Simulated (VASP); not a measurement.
A run of VASP 6.6.1 is set up as follows.

The input INCAR:

```
SYSTEM = TiAl
PREC = Accurate ; ENCUT = 520
EDIFF = 1E-7 ; ISMEAR = 0
SIGMA = 0.15 ; LREAL = .False.
LASPH = .True. ; NELM = 80
ALGO = Fast ; ISIF = 2
LWAVE = .False. ; LCHARG = .False.
GGA = PE ; NBANDS = 14
```

KPOINTS

```
regular mesh
0
Gamma
  21 21 12
  0 0 0
```

The input POSCAR:

```
TiAl
1.0
    3.0886646098      0.0000000000      0.0000000000
   -1.5443323049      2.6748620158      0.0000000000
    0.0000000000      0.0000000000      4.0314497192
Ti Al
1 1
Direct
    0.0000000000      0.0000000000      0.0000000000
    0.3333333333      0.6666666667      0.5000000000
```

Potentials or basis: VASP PAW PBE potentials, release 64 (Ti_sv, Al).

Run with:

```sh
$ cat potpaw_PBE.64/Ti_sv/POTCAR potpaw_PBE.64/Al/POTCAR > POTCAR
$ mpirun -np 1 vasp_std > vasp.out
```

Problem. Predict the pressure.

Solution. 5.0 GPa.

Problem. Estimate the band gap on the k mesh.

Solution. Zero (an odd number of electrons rules out a gap without spin polarisation).

Stress tensor (GPa, compression positive):
```
-2.47  0.00  0.00
 0.00 -2.47  0.00
 0.00  0.00 19.93
```

Caveat: the cell stands under pressure.
